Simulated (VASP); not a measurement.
# Al15BN16 (a cell with a defect) in VASP: further runs, part 2 of 2

VASP 6.6.1. Earlier steps stand in the parts before.

## 3. Single point, PBE, collinear spin

Input file INCAR:

```
PREC = Accurate ; ENCUT = 520
EDIFF = 1E-6 ; ISMEAR = 0
SIGMA = 0.01 ; LREAL = Auto
LASPH = T ; NELM = 200
ALGO = Normal ; ISIF = 2
LWAVE = F ; LCHARG = F
ISPIN = 2 ; MAGMOM = 0.01 0 0 0.01 0.01 0 0 0.01 0.01 0 0 0 0 0 0 0.06 0.06 0 0 0 0.06 0.03 0 0 0.06 0.03 0 0 0 0.02 0 0
LORBIT = 11 ; NUPDOWN = 1.0
GGA = PE ; NELECT = 129.0
NBANDS = 90 ; GGA_COMPAT = F
ISYM = -1
```

Input file KPOINTS:

```
explicit points
1
Reciprocal
  0.25000000   0.25000000   0.25000000 1
```

Input file POSCAR:

```
Al15BN16
1.0
    6.2595139092      0.0000000618      0.0000000000
   -3.1297570081      5.4208980298      0.0000000000
    0.0000000000      0.0000000000     10.0348065900
Al B N
15 1 16
Direct
    0.3353399582      0.1660126044      0.2606500098
    0.3328687560      0.1687704077      0.7433323139
    0.1674003775      0.3341113483      1.0032478065
    0.3341581594      0.6686757831      0.2603310560
    0.1746977806      0.8366181543      0.4967452035
    0.3334335273      0.6637178977      0.7435644811
    0.1684459466      0.8348881311      0.9990303064
    0.8323943056      0.1668831101      0.2604815034
    0.6644766180      0.3266992852      0.4966789817
    0.8379412900      0.1685141542      0.7435678570
    0.6666635772      0.3330890534      0.9989871797
    0.8338677785      0.6673461683      0.2498710555
    0.6670561431      0.8343606279      0.4985039589
    0.8351651225      0.6664389249      0.7475461457
    0.6670564139      0.8342424510      0.9997379633
    0.1681154324      0.3333789575      0.5063728347
    0.3094903108      0.1912756969      0.4522044401
    0.1685595145      0.3326176698      0.1914479216
    0.3318131942      0.1697589628      0.9359769341
    0.1688768522      0.3326665094      0.6743412899
    0.3103674562      0.6200016166      0.4530648051
    0.1667970047      0.8322304986      0.1889569623
    0.3321090068      0.6665408628      0.9363204828
    0.1694195090      0.8324269047      0.6886824689
    0.8811736461      0.1911551682      0.4532258119
    0.6691240494      0.3342983604      0.1889330750
    0.8349841643      0.1692892191      0.9363188907
    0.6688330004      0.3323758841      0.6886531008
    0.8339212052      0.6671881156      0.4394264450
    0.6683642552      0.8325131759      0.1904833813
    0.8332549375      0.6684472925      0.9381346002
    0.6702058299      0.8320330669      0.6893362632
```

Potentials or basis: VASP PAW PBE potentials, release 64 (Al, B, N).

Command:

```console
cat potpaw_PBE.64/Al/POTCAR potpaw_PBE.64/B/POTCAR potpaw_PBE.64/N/POTCAR > POTCAR
mpirun -np 1 vasp_std > vasp.out
```

OUTCAR:

```text
PREC = Accurate
   ENCUT = 520
   EDIFF = 1E-6
   ISMEAR = 0
   LREAL = Auto
   LASPH = T
   NELM = 200
   ISIF = 2
   ISPIN = 2
   LORBIT = 11
   NUPDOWN = 1.0
   GGA = PE
   NELECT = 129.0
   ISYM = -1

 ion  position               nearest neighbor table
   1  0.335  0.166  0.261-  18 1.94  17 1.94  22 1.95  26 1.95   9 2.97   5 2.97   8 3.11   4 3.11
                            12 3.13  12 3.13   4 3.15   8 3.15   3 3.16   7 3.18  11 3.18
   2  0.333  0.169  0.743-  28 1.90  24 1.90  20 1.91  19 1.93   9 3.06   5 3.06   6 3.10  10 3.10
                            14 3.13  14 3.13  11 3.14   7 3.14  10 3.16   6 3.16   3 3.17
   3  0.167  0.334  0.003-  18 1.89  19 1.91  27 1.92  23 1.92   7 3.13  11 3.13  15 3.13  15 3.13
[... 403 lines left out ...]
     -1.52489      4.53522      4.98474        -0.000262     -0.002085     -0.003009
      0.00986      3.59795      7.46153         0.001609      0.000751     -0.002213
[... 24 lines left out ...]
      3.12369      3.62358      9.41400        -0.003773     -0.001094      0.008194
      1.59110      4.51037      6.91736         0.001226     -0.000863      0.006949
 -----------------------------------------------------------------------------------
    total drift:                                0.004818      0.007186      0.011006

  FREE ENERGIE OF THE ION-ELECTRON SYSTEM (eV)
  ---------------------------------------------------
  free  energy   TOTEN  =      -231.7990853433 eV

  energy  without entropy=     -231.7990853433  energy(sigma->0) =     -231.79908534

 total charge

# of ion       s       p       d       tot
------------------------------------------
    1        0.367   0.411   0.000   0.777
    2        0.376   0.429   0.000   0.805
    3        0.375   0.432   0.000   0.807
    4        0.367   0.411   0.000   0.778
    5        0.367   0.405   0.000   0.772
    6        0.375   0.429   0.000   0.804
[... 24 lines left out ...]
   31        1.230   2.609   0.000   3.840
   32        1.231   2.624   0.000   3.855
--------------------------------------------------
tot         25.909  48.928   0.000  74.837

 magnetization (x)

# of ion       s       p       d       tot
------------------------------------------
    1        0.000   0.006   0.000   0.006
    2        0.000   0.000   0.000   0.001
    3       -0.000   0.000   0.000   0.000
    4        0.001   0.006   0.000   0.007
    5        0.004   0.008   0.000   0.012
    6        0.001   0.000   0.000   0.001
[... 24 lines left out ...]
   31        0.001   0.003   0.000   0.004
   32       -0.000  -0.000   0.000  -0.000
--------------------------------------------------
tot          0.090   0.294   0.000   0.384
```

OSZICAR:

```text
N       E                     dE             d eps       ncg     rms          rms(c)
DAV:   1     0.540628658163E+03    0.54063E+03   -0.60088E+04   360   0.130E+03
DAV:   2    -0.212864839054E+03   -0.75349E+03   -0.72342E+03   460   0.264E+02
DAV:   3    -0.265297959266E+03   -0.52433E+02   -0.52030E+02   448   0.732E+01
DAV:   4    -0.266081136768E+03   -0.78318E+00   -0.78050E+00   440   0.954E+00
DAV:   5    -0.266096195501E+03   -0.15059E-01   -0.15039E-01   456   0.130E+00    0.329E+01
DAV:   6    -0.231770495555E+03    0.34326E+02   -0.14236E+02   432   0.329E+01    0.118E+01
DAV:   7    -0.231922883274E+03   -0.15239E+00   -0.46283E+00   416   0.649E+00    0.792E+00
DAV:   8    -0.231799992825E+03    0.12289E+00   -0.40623E-01   424   0.263E+00    0.169E+00
DAV:   9    -0.231795627546E+03    0.43653E-02   -0.81815E-02   432   0.996E-01    0.795E-01
DAV:  10    -0.231796712197E+03   -0.10847E-02   -0.13111E-02   440   0.381E-01    0.456E-01
DAV:  11    -0.231798627096E+03   -0.19149E-02   -0.33913E-03   424   0.204E-01    0.164E-01
DAV:  12    -0.231799008617E+03   -0.38152E-03   -0.52532E-04   448   0.117E-01    0.566E-02
DAV:  13    -0.231799072232E+03   -0.63615E-04   -0.31275E-04   440   0.661E-02    0.293E-02
DAV:  14    -0.231799081452E+03   -0.92202E-05   -0.33598E-05   424   0.235E-02    0.140E-02
DAV:  15    -0.231799084562E+03   -0.31093E-05   -0.12079E-05   416   0.114E-02    0.710E-03
DAV:  16    -0.231799085343E+03   -0.78160E-06   -0.15265E-06   296   0.614E-03
   1 F= -.23179909E+03 E0= -.23179909E+03  d E =-.222587E-14  mag=     1.0000
```

stdout:

```text
POSCAR found type information on POSCAR AlB N
 POSCAR found :  3 types and      32 ions
 scaLAPACK will be used
 LDA part: xc-table for (Slater+PW92), standard interpolation
 POSCAR, INCAR and KPOINTS ok, starting setup
 FFT: planning ... GRIDC
 FFT: planning ... GRID_SOFT
 FFT: planning ... GRID
 WAVECAR not read
 entering main loop
 the old and the new charge density differ
 old charge density:   128.00000 new  129.00000
    0.329E+01
```

Wall time 1.8 min (1 thread of Intel Xeon 6975P-C (Granite Rapids), shared host); peak memory 0.57 GiB.

What came out:

| Property | Result |
| --- | --- |
| Free energy | -231.7991 eV |
| Largest force | 0.032 eV/Å |
| Net moment | 1.00 μB per cell |
| Site moments | Al +0.01, +0.00, -0.00 (each value once); B +0.09; N +0.05, -0.00, +0.00, +0.06, +0.03, +0.01 (each value once) μB |
| Valence electrons inside the program's atomic spheres | Al 0.78, 0.81, 0.77, 0.80, 0.82 (each value once); B 1.75; N 3.79, 3.82, 3.83, 3.85, 3.84 (each value once) |

Forces in eV/Å, atoms in the order of the input:
```
Al  -0.007  0.000 -0.002
Al   0.001 -0.002 -0.007
Al   0.003  0.005 -0.005
Al   0.003 -0.011 -0.006
Al   0.000 -0.002 -0.003
Al   0.002  0.001 -0.002
Al   0.004  0.003 -0.002
Al   0.007  0.006 -0.004
Al  -0.002 -0.010 -0.004
Al  -0.003 -0.003 -0.005
Al   0.001  0.001  0.001
Al   0.000  0.001  0.013
Al   0.003 -0.005  0.002
Al   0.005 -0.003 -0.008
Al   0.000  0.004  0.000
B   -0.009  0.003  0.002
N    0.027 -0.011 -0.013
N   -0.004  0.001  0.000
N   -0.004 -0.001  0.005
N    0.002  0.002  0.011
N   -0.003  0.024 -0.010
N    0.002  0.005  0.005
N   -0.003 -0.007  0.001
N   -0.004 -0.002  0.010
N   -0.020 -0.005 -0.009
N    0.000 -0.006  0.004
N    0.002  0.000  0.003
N    0.000  0.007  0.011
N   -0.001  0.008 -0.008
N   -0.002  0.002  0.004
N   -0.004 -0.001  0.008
N    0.001 -0.001  0.007
```

Caveat: the cell carries a net charge on a neutralising background, which shifts energy and pressure; the total moment is fixed, so each spin has its own Fermi level.

## 4. Single point, PBE, collinear spin

Input file INCAR:

```
PREC = Accurate
ENCUT = 520
EDIFF = 1E-6
ISMEAR = 0
SIGMA = 0.01
LREAL = Auto
LASPH = True
NELM = 200
ALGO = Normal
ISIF = 2
LWAVE = False
LCHARG = False
ISPIN = 2
MAGMOM = 0 0 0 0 0 0 0 0 0 0 0 0 0 0 0 0 0.08 0.07 0.04 0.04 0.06 0.03 0.05 0.07 0.08 0.04 0.03 0.05 0.03 0.03 0.04 0.05
LORBIT = 11
NUPDOWN = 1.0
GGA = PE
NBANDS = 90
NELECT = 127.0
GGA_COMPAT = False
ISYM = -1
```

KPOINTS is that of step 3.

Input file POSCAR:

```
Al15BN16
1.0
    6.2595139092      0.0000000618      0.0000000000
   -3.1297570081      5.4208980298      0.0000000000
    0.0000000000      0.0000000000     10.0348065900
Al B N
15 1 16
Direct
    0.3299859243      0.1689139709      0.2540656914
    0.3314880292      0.1675278555      0.7444100874
    0.1653838956      0.3332522520      0.9988742919
    0.3300973828      0.6610567572      0.2543774716
    0.1583329853      0.8291006411      0.5006584020
    0.3316783486      0.6627021656      0.7436096479
    0.1679039487      0.8345655188      1.0000614158
    0.8383691572      0.1690691754      0.2542927073
    0.6683840943      0.3400099928      0.5013216656
    0.8356243872      0.1672388997      0.7443993870
    0.6652824017      0.3314980153      0.9999690519
    0.8326421024      0.6668439851      0.2500975607
    0.6662595347      0.8305588428      0.5011312573
    0.8325631687      0.6659081220      0.7518129121
    0.6652154776      0.8349456929      0.9999179799
    0.1659231710      0.3319803836      0.5052736578
    0.3144143909      0.1842156864      0.4496909780
    0.1681154440      0.3326596665      0.1898543699
    0.3311421330      0.1695118552      0.9375070759
    0.1680640863      0.3313480465      0.6694826935
    0.3118893639      0.6346491149      0.4490745488
    0.1707364182      0.8339699515      0.1942779167
    0.3308180815      0.6668503056      0.9369929428
    0.1665584666      0.8312019940      0.6904750732
    0.8647157863      0.1877524381      0.4494570528
    0.6662079878      0.3293494240      0.1942266043
    0.8337265714      0.1693679782      0.9369206319
    0.6684234825      0.3329448601      0.6906017511
    0.8297116787      0.6686579002      0.4399193954
    0.6661279950      0.8338019810      0.1934898861
    0.8318521700      0.6685020025      0.9429292309
    0.6686567265      0.8312180807      0.6902527265
```

Command:

```console
cat potpaw_PBE.64/Al/POTCAR potpaw_PBE.64/B/POTCAR potpaw_PBE.64/N/POTCAR > POTCAR
mpirun -np 1 vasp_std > vasp.out
```

Run time: 2.2 min. Hardware: 1 thread of Intel Xeon 6975P-C (Granite Rapids), shared host; peak memory 0.56 GiB.

It converged, with:

```
Free energy                                           : -247.1778 eV
Largest force                                         : 0.037 eV/Å
Net moment                                            : 1.00 μB per cell
Site moments                                          : Al +0.00, -0.00 (each value once); B -0.00; N +0.08, +0.06, +0.04, +0.03, +0.02 (each value once) μB
Valence electrons inside the program's atomic spheres : Al 0.79, 0.78, 0.80, 0.77 (each value once); B 1.60; N 3.73, 3.83, 3.81, 3.79, 3.85, 3.82 (each value once)
```

Forces in eV/Å, atoms in the order of the input:
```
Al   0.001 -0.008 -0.005
Al  -0.005 -0.005 -0.007
Al   0.005 -0.004  0.005
Al   0.000 -0.001  0.025
Al   0.014 -0.011  0.002
Al  -0.006  0.005  0.006
Al  -0.001  0.004  0.009
Al  -0.013 -0.005 -0.022
Al  -0.018 -0.011 -0.008
Al  -0.006  0.004  0.006
Al  -0.006 -0.004 -0.011
Al  -0.004 -0.008  0.005
Al  -0.009 -0.004 -0.004
Al   0.010  0.004 -0.007
Al   0.006 -0.004  0.009
B   -0.014 -0.002  0.016
N    0.017 -0.003 -0.017
N   -0.001  0.001  0.004
N    0.002  0.000  0.003
N    0.000 -0.002 -0.004
N    0.001  0.032 -0.019
N    0.000  0.003 -0.009
N   -0.001 -0.002 -0.002
N   -0.010 -0.003  0.009
N    0.013 -0.003 -0.005
N    0.008  0.006  0.010
N    0.000  0.000  0.002
N    0.007  0.002  0.008
N    0.004  0.013 -0.002
N    0.002  0.007  0.003
N   -0.002  0.002  0.000
N    0.002 -0.002 -0.002
```

Caveat: the cell carries a net charge on a neutralising background, which shifts energy and pressure; the total moment is fixed, so each spin has its own Fermi level.
